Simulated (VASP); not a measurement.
## SnO2: single point with PBE+D3(BJ)

Crystal: SnO2.

```
Sn O
1.0
     3.25557    0.00000    0.00000
    -1.62778    2.81941    0.00000
     0.00000    0.00000   10.06508
Sn O
2 4
Direct
  0.00000 0.00000 0.50000
  0.00000 0.00000 0.00000
  0.66667 0.33333 0.40187
  0.66667 0.33333 0.09813
  0.33333 0.66667 0.59813
  0.33333 0.66667 0.90187
```

- Program: VASP 6.6.1
- Task: single point
- Functional: PBE
- Dispersion: D3(BJ)
- Potentials or basis: VASP PAW PBE potentials, release 64 (Sn_d, O)
- Cutoff: 600 eV
- k mesh: 12 × 12 × 4
- Occupations: gaussian, width 0.05 eV
- Spin: collinear spin, ferromagnetic start
- Starting moments: [2.0, 2.0, 3.0, 3.0, 3.0, 2.0] μB

- Pressure: -1.8 GPa
- Largest force: 0.113 eV/Å
- Band gap on the k mesh: 1.73 eV, indirect (least direct gap 2.11 eV)
- Net moment: 0.00 μB per cell
- Valence electrons inside the program's atomic spheres: Sn 12.23; O 5.00
- Dispersion energy per atom: -0.165 eV

Forces in eV/Å, atoms in the order of the input:
```
Sn   0.000  0.000  0.000
Sn   0.000  0.000  0.000
O    0.000  0.000 -0.113
O    0.000  0.000  0.113
O    0.000  0.000  0.113
O    0.000  0.000 -0.112
```

Stress tensor (GPa, compression positive):
```
-3.34  0.00  0.00
 0.00 -3.34  0.00
 0.00  0.00  1.13
```

Levels at points of the mesh, in eV from the valence-band top:
Spin up:
```
           k point  band 24  band 25  band 26  band 27  band 28  band 29
(0.00, 0.00, 0.00)    -1.08    -1.08    -0.38     1.73     2.71     5.15
(0.50, 0.00, 0.00)    -0.73    -0.65    -0.09     4.90     5.09     6.65
(0.00, 0.00, 0.50)    -1.11    -0.87    -0.87     2.25     2.25     5.43
(0.50, 0.00, 0.50)    -0.69    -0.35    -0.35     4.99     4.99     7.06
```
Spin down:
```csv
k point,band 24,band 25,band 26,band 27,band 28,band 29
"(0.00, 0.00, 0.00)",-1.08,-1.08,-0.38,1.73,2.71,5.15
"(0.50, 0.00, 0.00)",-0.73,-0.65,-0.09,4.90,5.09,6.66
"(0.00, 0.00, 0.50)",-1.11,-0.87,-0.87,2.25,2.25,5.43
"(0.50, 0.00, 0.50)",-0.69,-0.35,-0.35,4.99,4.99,7.06
```

Wall time 21 min on 1 thread of Intel Xeon 8259CL (shared host), peak memory 0.58 GiB.

Caveat: spin-orbit coupling is left out, which moves the levels of the heavy elements. A hybrid or GW would open this gap; PBE tends to underestimate it.
